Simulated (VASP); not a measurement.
# CdTe (F-43m) in VASP: single point with PBE

Aim: the single point of CdTe with PBE.

All numbers are computed with VASP 6.6.1; they aren't measurements. Logs are shortened: lines on timing, memory, paths and dates and some standing lists are left out, and cuts for length are marked.

## (1) The cell of the first run

Symmetry: F-43m, No. 216, cubic system. Conventional cell: a = 6.482 Å, b = 6.482 Å, c = 6.482 Å, α = 90.00°, β = 90.00°, γ = 90.00°. Within 3.7 Å of Cd (site symmetry -43m) lie 4 Te at 2.81 Å. Te (site symmetry -43m) has 4 Cd at 2.81 Å within 3.7 Å.

## (2) Single point, PBE

The input, INCAR:

```
SYSTEM = CdTe
ALGO = Normal
EDIFF = 1E-6
ENCUT = 520
GGA = PE
ISIF = 2
ISMEAR = 0
LASPH = .TRUE.
LCHARG = .FALSE.
LREAL = .FALSE.
LWAVE = .FALSE.
NBANDS = 26
NELM = 100
PREC = Accurate
SIGMA = 0.1
```

The input, KPOINTS:

```
Automatic mesh
0
Gamma
  6 6 4
  0.5 0.5 0.5
```

The input, POSCAR:

```
CdTe
1.0
    4.5834661557      0.0000000000      0.0000000000
    0.0000000000      4.5834661557      0.0000000000
    0.0000000000      0.0000000000      6.4820000000
Cd Te
2 2
Direct
    0.0000000000      0.0000000000      0.0000000000
    0.5000000000      0.5000000000      0.5000000000
    0.5000000000      0.0000000000      0.2500000000
    0.0000000000      0.5000000000      0.7500000000
```

Potentials or basis: VASP PAW PBE potentials, release 64 (Cd, Te).

Command:

```bash
> cat potpaw_PBE.64/Cd/POTCAR potpaw_PBE.64/Te/POTCAR > POTCAR
> mpirun -np 1 vasp_std > vasp.out
```

OUTCAR:

```text
SYSTEM = CdTe
   EDIFF = 1E-6
   ENCUT = 520
   GGA = PE
   ISIF = 2
   ISMEAR = 0
   LASPH = .TRUE.
   LREAL = .FALSE.
   NELM = 100
   PREC = Accurate

 ion  position               nearest neighbor table
   1  0.000  0.000  0.000-   3 2.81   4 2.81   4 2.81   3 2.81
   2  0.500  0.500  0.500-   3 2.81   4 2.81   3 2.81   4 2.81
   3  0.500  0.000  0.250-   1 2.81   2 2.81   2 2.81   1 2.81
   4  0.000  0.500  0.750-   1 2.81   2 2.81   1 2.81   2 2.81

  LATTYP: Found a simple tetragonal cell.
 ALAT       =     4.5834661557
 C/A-ratio  =     1.4142135624

  Lattice vectors:

 A1 = (   4.5834661557,   0.0000000000,   0.0000000000)
 A2 = (   0.0000000000,   4.5834661557,   0.0000000000)
 A3 = (   0.0000000000,   0.0000000000,   6.4820000000)

Analysis of symmetry for initial positions (statically):
=====================================================================
 Subroutine PRICEL returns following result:

  LATTYP: Found a face centered cubic cell.
 ALAT       =     6.4820000000

  Lattice vectors:

 A1 = (  -2.2917330779,  -2.2917330779,  -3.2410000000)
 A2 = (   2.2917330779,  -2.2917330779,  -3.2410000000)
 A3 = (   0.0000000000,  -4.5834661557,   0.0000000000)

   2 primitive cells build up your supercell.

 Routine SETGRP: Setting up the symmetry group for a
 simple tetragonal supercell.

 Subroutine GETGRP returns: Found  8 space group operations
 (whereof  8 operations were pure point group operations)
 out of a pool of 16 trial point group operations.

The static configuration has the point symmetry D_2d.

Analysis of symmetry for dynamics (positions and initial velocities):
=====================================================================
 Subroutine PRICEL returns following result:

  LATTYP: Found a face centered cubic cell.
 ALAT       =     6.4820000000

  Lattice vectors:

 A1 = (  -2.2917330779,  -2.2917330779,  -3.2410000000)
 A2 = (   2.2917330779,  -2.2917330779,  -3.2410000000)
 A3 = (   0.0000000000,  -4.5834661557,   0.0000000000)

   2 primitive cells build up your supercell.

 Routine SETGRP: Setting up the symmetry group for a
 simple tetragonal supercell.

 Subroutine GETGRP returns: Found  8 space group operations
 (whereof  8 operations were pure point group operations)
 out of a pool of 16 trial point group operations.

[... 83 lines left out ...]
   LSORBIT =      F    spin-orbit coupling
   LASPH  =      T    aspherical Exc in radial PAW
   ENCUT  =  520.0 eV  38.22 Ry    6.18 a.u.   8.52  8.52 12.05*2*pi/ulx,y,z
   NELM   =    100;   NELMIN=  2; NELMDL= -5     # of ELM steps
   EDIFF  = 0.1E-05   stopping-criterion for ELM
   LREAL  =      F    real-space projection
   EDIFFG = 0.1E-04   stopping-criterion for IOM
   NSW    =      0    number of steps for IOM
   IBRION =     -1    ionic relax: 0-MD 1-quasi-New 2-CG
   NFREE  =      0    steps in history (QN), initial steepest desc. (CG)
   ISIF   =      2    stress and relaxation
   ISYM   =      2    0-nonsym 1-usesym 2-fastsym
   POTIM  = 0.5000    time-step for ionic-motion
   TEBEG  =    0.0;   TEEND  =   0.0 temperature during run
   PSTRESS=    0.0 pullay stress
   NELECT =      36.0000    total number of electrons
   NUPDOWN=      -1.0000    fix difference up-down
   EMIN   =  10.00;   EMAX   =-10.00  energy-range for DOS
   EFERMI =   0.00;   METHOD = LEGACY
   ISMEAR =     0;   SIGMA  =   0.10  broadening in eV -4-tet -1-fermi 0-gaus
   EFERMI_NEDOS =   21; number of points for ismear=-14 and -15
   IALGO  =     38    algorithm
   IMIX   =      4    mixing-type and parameters
     AMIX     =   0.40;   BMIX     =  1.00
     AMIX_MAG =   1.60;   BMIX_MAG =  1.00
  volume/ion in A,a.u.               =      34.04       229.74
  Fermi-wavevector in a.u.,A,eV,Ry     =   1.050695  1.985526 15.020285  1.103960
  Thomas-Fermi vector in A             =   2.185708
   LORBIT       =      0    0 simple, 1 ext, 2 COOP (PROOUT), +10 PAW based schemes
   GGA     = PE    functional components
   LHFCALC =     F    Hartree Fock is set to
   AEXX    =    0.0000 exact exchange contribution
   IVDW    =     0    specifies the selected vdW correction
   LEPSILON=     F    determine dielectric tensor
   LRPA    =     F    only Hartree local field effects (RPA)
 non-spin polarized calculation
 Gauss-broadening in eV      SIGMA  =   0.10
  energy-cutoff  :      520.00
  volume of cell :      136.17
 maximum number of plane-waves:      3682
 NGX is ok and might be reduce to    36
   NGX = 17   NGY = 17   NGZ = 25

 number of electron      35.9999982 magnetization

 Free energy of the ion-electron system (eV)
  ---------------------------------------------------
  ext. energy  EPLUGINS =         0.00000000
  ---------------------------------------------------
  free energy    TOTEN  =        -9.55755211 eV

  energy without entropy =       -9.55755211  energy(sigma->0) =       -9.55755211

 E-fermi :   2.6925     XC(G=0):  -8.5834

 val. band max:        2.2634551856   @ k =   0.0833   0.0833   0.1250
 cond. band min:       4.0334170248   @ k =   0.0833   0.0833   0.1250
 fundamental gap:      1.7699618392
 Fermi energy:         2.6925492039

 k-point     1 :       0.0833    0.0833    0.1250
  band No.  band energies     occupation
      1      -8.7759      2.00000
      2      -8.3316      2.00000
      3      -5.9326      2.00000
      4      -5.9270      2.00000
      5      -5.9023      2.00000
      6      -5.8033      2.00000
[... 337 lines left out ...]
     25       9.2629      0.00000
     26       9.9062      0.00000

------------------------ aborting loop because EDIFF is reached ----------------------------------------

  FORCE on cell =-STRESS in cart. coord.  units (eV):
  Direction    XX          YY          ZZ          XY          YZ          ZX
  --------------------------------------------------------------------------------------
  -------------------------------------------------------------------------------------
  Total        2.2591857      2.2591857      2.2854559      0.0000000      0.0000000     -0.0000000
  in kB       26.5806400     26.5806400     26.8897235      0.0000000      0.0000000     -0.0000000
  external PRESSURE =      26.6836678 kB  Pullay stress =       0.0000000 kB

 VOLUME and BASIS-vectors are now :
 -----------------------------------------------------------------------------
  energy-cutoff  :      520.00
  volume of cell :      136.17
      direct lattice vectors                 reciprocal lattice vectors
     4.583466156  0.000000000  0.000000000     0.218175496  0.000000000  0.000000000
     0.000000000  4.583466156  0.000000000     0.000000000  0.218175496  0.000000000
     0.000000000  0.000000000  6.482000000     0.000000000  0.000000000  0.154273372

 POSITION                                       TOTAL-FORCE (eV/Angst)
 -----------------------------------------------------------------------------------
      0.00000      0.00000      0.00000        -0.000000      0.000000     -0.000000
      2.29173      2.29173      3.24100         0.000000     -0.000000      0.000000
      2.29173      0.00000      1.62050        -0.000000     -0.000000     -0.000000
      0.00000      2.29173      4.86150        -0.000000     -0.000000     -0.000000
 -----------------------------------------------------------------------------------
    total drift:                                0.000000      0.000000      0.000000

  FREE ENERGIE OF THE ION-ELECTRON SYSTEM (eV)
  ---------------------------------------------------
  free  energy   TOTEN  =        -9.5575521138 eV

  energy  without entropy=       -9.5575521137  energy(sigma->0) =       -9.55755211
```

Run time: 52 s. Hardware: 1 thread of Intel Xeon 8259CL, shared host; peak memory 0.25 GiB.

Results:

```yaml
Free_energy: -9.5576 eV
Pressure: 2.7 GPa
Band_gap_on_the_k_mesh: 1.77 eV
```

Levels at points of the mesh, in eV from the valence-band top:
| k point | band 16 | band 17 | band 18 | band 19 | band 20 | band 21 |
| --- | --- | --- | --- | --- | --- | --- |
| (0.08, 0.08, 0.12) | -1.03 | -0.21 | 0.00 | 1.77 | 3.00 | 3.16 |

Caveat: spin-orbit coupling is left out, which moves the levels of the heavy elements; a shifted mesh leaves out Γ, where band edges can lie.
